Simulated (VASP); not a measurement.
# GaH (I-43d) in VASP: notebook

GaH is run at these levels: PBE; tasks: single point, relaxation of cell and atoms.

Everything below comes from runs of VASP 6.6.1. Logs are shortened: lines on timing, memory, paths and dates and some standing lists are left out, and cuts for length are marked.

## (1) The cell of the first run

Symmetry: I-43d, No. 220, cubic system. Conventional cell: a = 6.104 Å, b = 6.104 Å, c = 6.104 Å, α = 90.00°, β = 90.00°, γ = 90.00°. Within 2.5 Å of Ga (site symmetry -4) lie 4 H at 1.87 Å. H (site symmetry -4) has 4 Ga at 1.87 Å within 2.5 Å.

## (2) Single point, PBE

The input, INCAR:

```
ALGO = Normal
EDIFF = 1E-7
ENCUT = 520
GGA = PE
ISIF = 2
ISMEAR = 0
LASPH = T
LCHARG = F
LREAL = F
LWAVE = F
NBANDS = 54
NELM = 60
PREC = Accurate
SIGMA = 0.1
```

The input, KPOINTS:

```
k-points
0
Gamma
  4 4 4
```

The input, POSCAR:

```
GaH
1.0
   -3.0519850374      3.0519850374      3.0519850374
    3.0519850374     -3.0519850374      3.0519850374
    3.0519850374      3.0519850374     -3.0519850374
Ga H
6 6
Direct
    0.2500000000      0.6250000000      0.3750000000
    0.3750000000      0.2500000000      0.6250000000
    0.7500000000      0.8750000000      0.1250000000
    0.1250000000      0.7500000000      0.8750000000
    0.6250000000      0.3750000000      0.2500000000
    0.8750000000      0.1250000000      0.7500000000
    0.6250000000      0.7500000000      0.3750000000
    0.2500000000      0.1250000000      0.8750000000
    0.8750000000      0.2500000000      0.1250000000
    0.7500000000      0.3750000000      0.6250000000
    0.3750000000      0.6250000000      0.7500000000
    0.1250000000      0.8750000000      0.2500000000
```

Potentials or basis: VASP PAW PBE potentials, release 64 (Ga_d, H).

Command:

```
$ cat potpaw_PBE.64/Ga_d/POTCAR potpaw_PBE.64/H/POTCAR > POTCAR
$ mpirun -np 1 vasp_std > vasp.out
```

OUTCAR:

```text
EDIFF = 1E-7
   ENCUT = 520
   GGA = PE
   ISIF = 2
   ISMEAR = 0
   LASPH = T
   LREAL = F
   NELM = 60
   PREC = Accurate

 ion  position               nearest neighbor table
   1  0.250  0.625  0.375-   7 1.87   9 1.87  11 1.87  12 1.87   6 2.85   5 2.85   2 2.85   4 2.85
                             5 2.85   4 2.85   6 2.85   2 2.85
   2  0.375  0.250  0.625-   8 1.87  10 1.87  11 1.87  12 1.87   6 2.85   3 2.85   5 2.85   1 2.85
                             5 2.85   1 2.85   6 2.85   3 2.85
   3  0.750  0.875  0.125-   7 1.87   9 1.87  11 1.87  12 1.87   6 2.85   2 2.85   6 2.85   4 2.85
                             5 2.85   5 2.85   2 2.85   4 2.85
   4  0.125  0.750  0.875-   8 1.87  10 1.87  11 1.87  12 1.87   5 2.85   6 2.85   1 2.85   3 2.85
                             6 2.85   1 2.85   3 2.85   5 2.85
   5  0.625  0.375  0.250-   7 1.87   8 1.87   9 1.87  10 1.87   1 2.85   4 2.85   1 2.85   2 2.85
                             3 2.85   2 2.85   3 2.85   4 2.85
   6  0.875  0.125  0.750-   7 1.87   8 1.87   9 1.87  10 1.87   4 2.85   1 2.85   2 2.85   3 2.85
                             4 2.85   3 2.85   2 2.85   1 2.85
   7  0.625  0.750  0.375-   3 1.87   1 1.87   5 1.87   6 1.87
   8  0.250  0.125  0.875-   2 1.87   4 1.87   5 1.87   6 1.87
   9  0.875  0.250  0.125-   1 1.87   3 1.87   5 1.87   6 1.87
  10  0.750  0.375  0.625-   2 1.87   4 1.87   5 1.87   6 1.87
  11  0.375  0.625  0.750-   1 1.87   2 1.87   3 1.87   4 1.87
  12  0.125  0.875  0.250-   1 1.87   2 1.87   3 1.87   4 1.87

  LATTYP: Found a body centered cubic cell.
 ALAT       =     6.1039700748

  Lattice vectors:

 A1 = (  -3.0519850374,   3.0519850374,   3.0519850374)
 A2 = (   3.0519850374,  -3.0519850374,   3.0519850374)
 A3 = (   3.0519850374,   3.0519850374,  -3.0519850374)

Analysis of symmetry for initial positions (statically):
=====================================================================
 Subroutine PRICEL returns:
 Original cell was already a primitive cell.

 Routine SETGRP: Setting up the symmetry group for a
 body centered cubic supercell.

 Subroutine GETGRP returns: Found 24 space group operations
 (whereof  3 operations were pure point group operations)
 out of a pool of 48 trial point group operations.

The static configuration has the point symmetry C_3 .
 The point group associated with its full space group is T_d .

Analysis of symmetry for dynamics (positions and initial velocities):
=====================================================================
 Subroutine PRICEL returns:
 Original cell was already a primitive cell.

 Routine SETGRP: Setting up the symmetry group for a
 body centered cubic supercell.

 Subroutine GETGRP returns: Found 24 space group operations
 (whereof  3 operations were pure point group operations)
 out of a pool of 48 trial point group operations.

The dynamic configuration has the point symmetry C_3 .
 The point group associated with its full space group is T_d .

 Subroutine INISYM returns: Found 24 space group operations
 (whereof  3 operations are pure point group operations),
 and found     1 'primitive' translations

----------------------------------------------------------------------------------------

                                     Primitive cell

  volume of cell :     113.7122

  direct lattice vectors                    reciprocal lattice vectors
    -3.051985037  3.051985037  3.051985037     0.000000000  0.163827802  0.163827802
     3.051985037 -3.051985037  3.051985037     0.163827802  0.000000000  0.163827802
     3.051985037  3.051985037 -3.051985037     0.163827802  0.163827802  0.000000000

  length of vectors
     5.286193149  5.286193149  5.286193149     0.231687499  0.231687499  0.231687499

  position of ions in fractional coordinates (direct lattice)
     0.250000000  0.625000000  0.375000000
     0.375000000  0.250000000  0.625000000
     0.750000000  0.875000000  0.125000000
     0.125000000  0.750000000  0.875000000
     0.625000000  0.375000000  0.250000000
     0.875000000  0.125000000  0.750000000
     0.625000000  0.750000000  0.375000000
     0.250000000  0.125000000  0.875000000
     0.875000000  0.250000000  0.125000000
     0.750000000  0.375000000  0.625000000
     0.375000000  0.625000000  0.750000000
     0.125000000  0.875000000  0.250000000

  ion indices of the primitive-cell ions
   primitive index   ion index
                 1           1
                 2           2
                 3           3
                 4           4
                 5           5
                 6           6
                 7           7
                 8           8
                 9           9
                10          10
                11          11
                12          12

----------------------------------------------------------------------------------------

 KPOINTS: k-points

Automatic generation of k-mesh.
 Grid dimensions read from file:
 generate k-points for:    4    4    4

 Generating k-lattice:

  Cartesian coordinates                     Fractional coordinates (reciprocal lattice)
     0.000000000  0.040956950  0.040956950     0.250000000  0.000000000  0.000000000
     0.040956950  0.000000000  0.040956950     0.000000000  0.250000000  0.000000000
     0.040956950  0.040956950  0.000000000     0.000000000  0.000000000  0.250000000

  Length of vectors
     0.057921875  0.057921875  0.057921875

  Shift w.r.t. Gamma in fractional coordinates (k-lattice)
     0.000000000  0.000000000  0.000000000

 Subroutine IBZKPT returns following result:
 ===========================================

 Found      8 irreducible k-points:

 Following reciprocal coordinates:
            Coordinates               Weight
  0.000000  0.000000  0.000000      1.000000
  0.250000  0.000000  0.000000     12.000000
  0.500000  0.000000  0.000000      6.000000
  0.250000  0.250000  0.000000     24.000000
  0.250000  0.250000  0.250000      2.000000
 -0.250000  0.250000  0.250000      6.000000
  0.500000  0.500000  0.250000     12.000000
  0.500000  0.500000  0.500000      1.000000
   k-points           NKPTS =      8   k-points in BZ     NKDIM =      8   number of bands    NBANDS=     54
   number of dos      NEDOS =    301   number of ions     NIONS =     12
   total plane-waves  NPLWV =  64000
   dimension x,y,z NGX =    40 NGY =   40 NGZ =   40
   dimension x,y,z NGXF=    80 NGYF=   80 NGZF=   80
   ions per type =               6   6
   NGX,Y,Z   is equivalent  to a cutoff of  12.58, 12.58, 12.58 a.u.
   NGXF,Y,Z  is equivalent  to a cutoff of  25.16, 25.16, 25.16 a.u.
 SYSTEM =  unknown system
   PREC   = accura    normal or accurate (medium, high low for compatibility)
   ISTART =      0    job   : 0-new  1-cont  2-samecut
   ICHARG =      2    charge: 1-file 2-atom 10-const
   ISPIN  =      1    spin polarized calculation?
   LNONCOLLINEAR =      F non collinear calculations
   LSORBIT =      F    spin-orbit coupling
   LASPH  =      T    aspherical Exc in radial PAW
   ENCUT  =  520.0 eV  38.22 Ry    6.18 a.u.   9.83  9.83  9.83*2*pi/ulx,y,z
   NELM   =     60;   NELMIN=  2; NELMDL= -5     # of ELM steps
   EDIFF  = 0.1E-06   stopping-criterion for ELM
   LREAL  =      F    real-space projection
   EDIFFG = 0.1E-05   stopping-criterion for IOM
   NSW    =      0    number of steps for IOM
   IBRION =     -1    ionic relax: 0-MD 1-quasi-New 2-CG
   NFREE  =      0    steps in history (QN), initial steepest desc. (CG)
   ISIF   =      2    stress and relaxation
   ISYM   =      2    0-nonsym 1-usesym 2-fastsym
   POTIM  = 0.5000    time-step for ionic-motion
   TEBEG  =    0.0;   TEEND  =   0.0 temperature during run
   PSTRESS=    0.0 pullay stress
   NELECT =      84.0000    total number of electrons
   NUPDOWN=      -1.0000    fix difference up-down
   EMIN   =  10.00;   EMAX   =-10.00  energy-range for DOS
   EFERMI =   0.00;   METHOD = LEGACY
   ISMEAR =     0;   SIGMA  =   0.10  broadening in eV -4-tet -1-fermi 0-gaus
   EFERMI_NEDOS =   21; number of points for ismear=-14 and -15
   IALGO  =     38    algorithm
   IMIX   =      4    mixing-type and parameters
     AMIX     =   0.40;   BMIX     =  1.00
     AMIX_MAG =   1.60;   BMIX_MAG =  1.00
  volume/ion in A,a.u.               =       9.48        63.95
  Fermi-wavevector in a.u.,A,eV,Ry     =   1.479899  2.796604 29.798150  2.190102
  Thomas-Fermi vector in A             =   2.594000
   LORBIT       =      0    0 simple, 1 ext, 2 COOP (PROOUT), +10 PAW based schemes
   GGA     = PE    functional components
   LHFCALC =     F    Hartree Fock is set to
   AEXX    =    0.0000 exact exchange contribution
   IVDW    =     0    specifies the selected vdW correction
   LEPSILON=     F    determine dielectric tensor
   LRPA    =     F    only Hartree local field effects (RPA)
 non-spin polarized calculation
 Gauss-broadening in eV      SIGMA  =   0.10
  energy-cutoff  :      520.00
  volume of cell :      113.71
 maximum number of plane-waves:      3076
   NGX = 19   NGY = 19   NGZ = 19

 number of electron      84.0000069 magnetization

 Free energy of the ion-electron system (eV)
  ---------------------------------------------------
  ext. energy  EPLUGINS =         0.00000000
  ---------------------------------------------------
  free energy    TOTEN  =       -30.77943059 eV

  energy without entropy =      -30.75264624  energy(sigma->0) =      -30.76603841

 E-fermi :   6.6619     XC(G=0): -11.6027

 val. band max:        6.6509711356   @ k =   0.2500   0.0000   0.0000
 cond. band min:       6.7476217577   @ k =  -0.2500   0.2500   0.2500
 fundamental gap:      0.0966506222
 Fermi energy:         6.6619058388

 k-point     1 :       0.0000    0.0000    0.0000
  band No.  band energies     occupation
      1      -8.8248      2.00000
      2      -8.8248      2.00000
      3      -8.6767      2.00000
      4      -8.6329      2.00000
      5      -8.6329      2.00000
      6      -8.6329      2.00000
[... 46 lines left out ...]
     53      16.3857      0.00000
     54      16.3863      0.00000
[... 397 lines left out ...]
     53      12.6063      0.00000
     54      12.6063      0.00000

------------------------ aborting loop because EDIFF is reached ----------------------------------------

  FORCE on cell =-STRESS in cart. coord.  units (eV):
  Direction    XX          YY          ZZ          XY          YZ          ZX
  --------------------------------------------------------------------------------------
  -------------------------------------------------------------------------------------
  Total       15.3506331     15.3506331     15.3506331     -0.0000000     -0.0000000      0.0000000
  in kB      216.2866339    216.2866339    216.2866339     -0.0000000     -0.0000000      0.0000000
  external PRESSURE =     216.2866339 kB  Pullay stress =       0.0000000 kB

 VOLUME and BASIS-vectors are now :
 -----------------------------------------------------------------------------
  energy-cutoff  :      520.00
  volume of cell :      113.71
      direct lattice vectors                 reciprocal lattice vectors
    -3.051985037  3.051985037  3.051985037     0.000000000  0.163827802  0.163827802
     3.051985037 -3.051985037  3.051985037     0.163827802  0.000000000  0.163827802
     3.051985037  3.051985037 -3.051985037     0.163827802  0.163827802  0.000000000

 POSITION                                       TOTAL-FORCE (eV/Angst)
 -----------------------------------------------------------------------------------
      2.28899      0.00000      1.52599         0.000000      0.000000     -0.000000
      1.52599      2.28899      0.00000         0.000000      0.000000      0.000000
      0.76300      0.00000      4.57798         0.000000     -0.000000     -0.000000
      4.57798      0.76300      0.00000        -0.000000     -0.000000     -0.000000
      0.00000      1.52599      2.28899         0.000000     -0.000000      0.000000
      0.00000      4.57798      0.76300        -0.000000     -0.000000      0.000000
      1.52599      0.76300      3.05199        -0.000000      0.000000      0.000000
      2.28899      3.05199     -1.52599        -0.000000      0.000000      0.000000
     -1.52599      2.28899      3.05199        -0.000000      0.000000      0.000000
      0.76300      3.05199      1.52599        -0.000000      0.000000      0.000000
      3.05199      1.52599      0.76300        -0.000000      0.000000      0.000000
      3.05199     -1.52599      2.28899        -0.000000      0.000000      0.000000
 -----------------------------------------------------------------------------------
    total drift:                               -0.000015     -0.000015     -0.000016

  FREE ENERGIE OF THE ION-ELECTRON SYSTEM (eV)
  ---------------------------------------------------
  free  energy   TOTEN  =       -30.7794305890 eV

  energy  without entropy=      -30.7526462377  energy(sigma->0) =      -30.76603841
```

It took 52 s on 1 thread of Intel Xeon Platinum 8488C (Sapphire Rapids), shared host; peak memory 0.25 GiB.

What came out:

- Free energy: -30.7794 eV
- Pressure: 21.6 GPa
- Band gap on the k mesh: zero (bands 42 and 43 overlap by 2.82 eV)

Caveat: the k points lie up to 0.36 Å⁻¹ apart, too coarse for converged energies and pressures of a metal.

## (3) Single point, PBE

This run uses another cell than the first one, of 12.28 Å³/atom.

The input, INCAR:

```
PREC = Accurate
ENCUT = 520
EDIFF = 1E-6
ISMEAR = 0
SIGMA = 0.1
LREAL = F
LASPH = T
NELM = 80
ALGO = Normal
ISIF = 2
LWAVE = F
LCHARG = F
GGA = PE
NBANDS = 54
```

The input, KPOINTS:

```
Automatic mesh
0
Gamma
  6 6 6
```

Changes to POSCAR since step 2:

```diff
@@ -2,5 +2,5 @@
 1.0
-   -3.0519850374      3.0519850374      3.0519850374
-    3.0519850374     -3.0519850374      3.0519850374
-    3.0519850374      3.0519850374     -3.0519850374
+   -3.3269710143      3.3269710143      3.3269710143
+    3.3269710143     -3.3269710143      3.3269710143
+    3.3269710143      3.3269710143     -3.3269710143
 Ga H
```

Potentials or basis: VASP PAW PBE potentials, release 64 (Ga_d, H).

Command:

```
$ cat potpaw_PBE.64/Ga_d/POTCAR potpaw_PBE.64/H/POTCAR > POTCAR
$ mpirun -np 1 vasp_std > vasp.out
```

Run time: 1.8 min. Hardware: 1 thread of Intel Xeon Platinum 8488C (Sapphire Rapids), shared host; peak memory 0.36 GiB.

The run converged. Its results:

```yaml
Free_energy: -32.6949 eV
Pressure: 0.1 GPa
Band_gap_on_the_k_mesh: zero (bands 42 and 43 overlap by 2.44 eV)
```

Levels at points of the mesh, in eV from the Fermi level:
| k point | band 39 | band 40 | band 41 | band 42 | band 43 | band 44 | band 45 | band 46 |
| --- | --- | --- | --- | --- | --- | --- | --- | --- |
| (0.00, 0.00, 0.00) | -4.63 | -2.21 | -2.21 | -2.21 | -1.64 | 1.08 | 1.08 | 3.14 |
| (0.50, 0.00, 0.00) | -2.35 | -2.35 | 0.09 | 0.09 | 0.67 | 0.67 | 1.52 | 1.52 |
| (0.50, 0.50, 0.50) | -1.52 | -1.52 | -1.52 | -1.52 | 0.56 | 0.56 | 4.82 | 4.82 |

## (4) Relaxation of cell and atoms, PBE

This run uses another cell than the first one, of 12.39 Å³/atom.

The input, INCAR:

```
SYSTEM = GaH
PREC = Accurate
ENCUT = 600
EDIFF = 1E-6
ISMEAR = 0
SIGMA = 0.1
LREAL = .FALSE.
LASPH = .TRUE.
NELM = 60
ALGO = Normal
ISIF = 3
LWAVE = .FALSE.
LCHARG = .FALSE.
GGA = PE
IBRION = 2
NSW = 90
EDIFFG = -0.025
```

The input, KPOINTS:

```
Automatic mesh
0
G
  6 6 6
  0 0 0
```

Changes to POSCAR since step 3:

```diff
@@ -2,5 +2,5 @@
 1.0
-   -3.3269710143      3.3269710143      3.3269710143
-    3.3269710143     -3.3269710143      3.3269710143
-    3.3269710143      3.3269710143     -3.3269710143
+   -3.3376193409      3.3376193409      3.3376193409
+    3.3376193409     -3.3376193409      3.3376193409
+    3.3376193409      3.3376193409     -3.3376193409
 Ga H
```

Command:

```
$ cat potpaw_PBE.64/Ga_d/POTCAR potpaw_PBE.64/H/POTCAR > POTCAR
$ mpirun -np 1 vasp_std > vasp.out
```

Wall time 99 s (1 thread of Intel Xeon Platinum 8488C (Sapphire Rapids), shared host); peak memory 0.37 GiB.

The run converged. Its results:

```
Free energy             : -32.6950 eV
Pressure after relaxing : -0.3 GPa
Band gap on the k mesh  : zero (bands 42 and 43 overlap by 2.39 eV)
```

Final structure:
```cif
data_structure
_symmetry_space_group_name_H-M 'P 1'
_symmetry_Int_Tables_number 1
_cell_length_a 5.7809
_cell_length_b 5.7809
_cell_length_c 5.7809
_cell_angle_alpha 109.471
_cell_angle_beta 109.471
_cell_angle_gamma 109.471
_cell_volume 148.72
loop_
_atom_site_label
_atom_site_type_symbol
_atom_site_fract_x
_atom_site_fract_y
_atom_site_fract_z
_atom_site_occupancy
Ga1 Ga 0.25000 0.62500 0.37500 1
Ga2 Ga 0.37500 0.25000 0.62500 1
Ga3 Ga 0.75000 0.87500 0.12500 1
Ga4 Ga 0.12500 0.75000 0.87500 1
Ga5 Ga 0.62500 0.37500 0.25000 1
Ga6 Ga 0.87500 0.12500 0.75000 1
H1 H 0.62500 0.75000 0.37500 1
H2 H 0.25000 0.12500 0.87500 1
H3 H 0.87500 0.25000 0.12500 1
H4 H 0.75000 0.37500 0.62500 1
H5 H 0.37500 0.62500 0.75000 1
H6 H 0.12500 0.87500 0.25000 1
```

Levels at points of the mesh, in eV from the Fermi level:
```
           k point  band 39  band 40  band 41  band 42  band 43  band 44  band 45  band 46
(0.00, 0.00, 0.00)    -4.62    -2.17    -2.17    -2.17    -1.61     1.04     1.04     3.13
(0.50, 0.00, 0.00)    -2.34    -2.34     0.09     0.09     0.67     0.67     1.51     1.51
(0.50, 0.50, 0.50)    -1.52    -1.52    -1.52    -1.52     0.58     0.58     4.78     4.78
```

Caveat: the relaxation stopped at its first step, so nothing moved.

## (5) Overview

```tsv
task	cell	k mesh	cutoff (eV)	gap on the mesh (eV)	pressure (GPa)
single point	a = 5.286 Å, angles 109.5°, 12 atoms	4 × 4 × 4	520	none	21.6
single point	a = 5.762 Å, angles 109.5°, 12 atoms	6 × 6 × 6	520	none	0.1
relaxation of cell and atoms	relaxed from a = 5.781 Å, angles 109.5°, 12 atoms	6 × 6 × 6	600	none	-0.3
```

Alike in all rows: level PBE; potentials or basis VASP PAW PBE potentials, release 64 (Ga_d, H); no spin polarisation; smearing gaussian 0.1 eV.

Caveats: some runs use coarse meshes; the relaxation stopped at its first step, so nothing moved (at least some runs).

Absolute energies hang on the potentials; compare differences alone.
